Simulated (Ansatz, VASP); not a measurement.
# Two plane-wave programs on Mo

```
Mo
1.0
     0.00000   -3.14200    0.00000
    -3.14200    0.00000    0.00000
     0.00000    0.00000   -3.14200
Mo
2
Direct
  0.50000 0.50000 0.48806
  0.00000 0.00000 0.01194
```

Change from the starting cell: mode 4 (160.3 1/cm) frozen in, largest displacement +0.037 Å.

Alike in both runs: task single point; functional PBE; k mesh 16 × 16 × 16; occupations gaussian, width 0.15 eV; no spin polarisation.

```csv
,VASP,Ansatz
version,VASP 6.6.1,Ansatz 0.2.0
potentials or method,"VASP PAW PBE potentials, release 64 (Mo_sv), cutoff 520 eV","scalar-relativistic, plane waves, PAW"
valence electrons in the cell,28,28
```

|  | VASP | Ansatz | Ansatz less VASP |
| --- | --- | --- | --- |
| gap on the k mesh at the Fermi level (eV) | none | none | - |
| pressure (GPa) | 5.8 | 5.2 | -0.56 |
| traceless stress, the component that is largest in VASP (GPa) | 0.05 | 0.06 | +0.006 |
| rms of the force components (eV/Å) | 0.248 | 0.244 | -0.0037 |

Atom by atom the forces differ by 0.004 eV/Å (rms over components). A gap of «none» marks a metal or a gap that the smearing closes.
